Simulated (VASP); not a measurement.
KSi3I, 5 atoms in the cell. The structure is cubic, space group Pm-3m (No. 221). The conventional cell has a = 5.261 Å, b = 5.261 Å, c = 5.261 Å, α = 90.00°, β = 90.00°, γ = 90.00°. Within 4.9 Å of K (site symmetry m-3m) lie 12 Si at 3.72 Å and 8 I at 4.56 Å. Within 3.5 Å of Si (site symmetry 4/mmm) lie 2 I at 2.63 Å. Within 3.5 Å of I (site symmetry m-3m) lie 6 Si at 2.63 Å. The cell was built from a structure type or drawn by symmetry, and may not be a known phase.

* Program: VASP 6.6.1
* Task: relaxation of cell and atoms
* Functional: PBE
* Potentials or basis: VASP PAW PBE potentials, release 64 (K_sv, Si, I)
* Cutoff: 600 eV
* k mesh: 4 × 4 × 4
* Occupations: gaussian, width 0.1 eV
* Spin: no spin polarisation
* Dipole correction: no
* Further INCAR settings: ALGO = Normal; EDIFF = 1e-06; IBRION = 2; EDIFFG = -0.04; NSW = 90; ISIF = 3

Potentials or basis: VASP PAW PBE potentials, release 64 (K_sv, Si, I).

Launch:

```console
$ cat potpaw_PBE.64/K_sv/POTCAR potpaw_PBE.64/Si/POTCAR potpaw_PBE.64/I/POTCAR > POTCAR
$ mpirun -np 1 vasp_std > vasp.out
```

Hardware: 1 thread of Intel(R) Xeon(R) 6975P-C (Granite Rapids), with other jobs on the host.

**Question.** How long does it take, and how much memory?

**Answer.** Wall time 40 s on 1 thread of Intel(R) Xeon(R) 6975P-C (Granite Rapids) (shared host), peak memory 0.28 GiB. Counts: scf iterations 33, k points 10, ion steps 3.
